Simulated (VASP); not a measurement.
# MnO: single point with PBE

MnO:

```xyz
2
Lattice="0.0000 2.2239 2.2239 2.2239 0.0000 2.2239 2.2239 2.2239 0.0000" Properties=species:S:1:pos:R:3 pbc="T T T"
Mn    0.0000    0.0000    0.0000
O     2.2239    2.2239    2.2239
```

* Program: VASP 6.6.1
* Task: single point
* Functional: PBE
* Potentials or basis: VASP PAW PBE potentials, release 64 (Mn_pv, O)
* Cutoff: 520 eV
* k mesh: 10 × 10 × 10
* Occupations: gaussian, width 0.018 eV
* Spin: collinear spin, ferromagnetic start
* Starting moments: [4.0, 0.0] μB

The pressure is 0.4 GPa, the net moment is 4.80 μB per cell and the site moments are Mn +4.36; O +0.21 μB. The valence electrons inside the program's atomic spheres are Mn 11.35; O 4.98.

Levels at points of the mesh, in eV from the Fermi level:
Spin up:
| k point | band 8 | band 9 | band 10 | band 11 | band 12 | band 13 | band 14 | band 15 | band 16 | band 17 |
| --- | --- | --- | --- | --- | --- | --- | --- | --- | --- | --- |
| (0.00, 0.00, 0.00) | -3.20 | -3.20 | -3.20 | -2.68 | -2.68 | -0.51 | 13.97 | 16.34 | 16.34 | 16.34 |
| (0.50, 0.00, 0.00) | -2.31 | -2.31 | -1.87 | 0.22 | 0.22 | 3.49 | 7.74 | 11.88 | 11.88 | 18.46 |
| (0.50, 0.50, 0.00) | -4.20 | -2.25 | -2.04 | -2.04 | -1.91 | 5.02 | 7.83 | 10.41 | 13.65 | 13.65 |
Spin down:
| k point | band 5 | band 6 | band 7 | band 8 | band 9 | band 10 |
| --- | --- | --- | --- | --- | --- | --- |
| (0.00, 0.00, 0.00) | -3.33 | -3.33 | -3.33 | 0.78 | 0.78 | 0.78 |
| (0.50, 0.00, 0.00) | -7.33 | -4.81 | -4.81 | 1.96 | 2.01 | 2.01 |
| (0.50, 0.50, 0.00) | -6.38 | -4.30 | -4.30 | -0.79 | 1.99 | 2.19 |

Run time: 61 s on 1 thread of Intel Xeon 8259CL, with other jobs on the host, peak memory 0.16 GiB.

Caveat: a cell with one magnetic atom can't hold antiferromagnetic order, which such compounds often take; semilocal functionals often make such compounds metallic where correlation or magnetic order opens a gap, which also shifts bond lengths. With open d or f shells a metallic result of PBE can be an artefact of self-interaction; +U or a hybrid may open a gap.
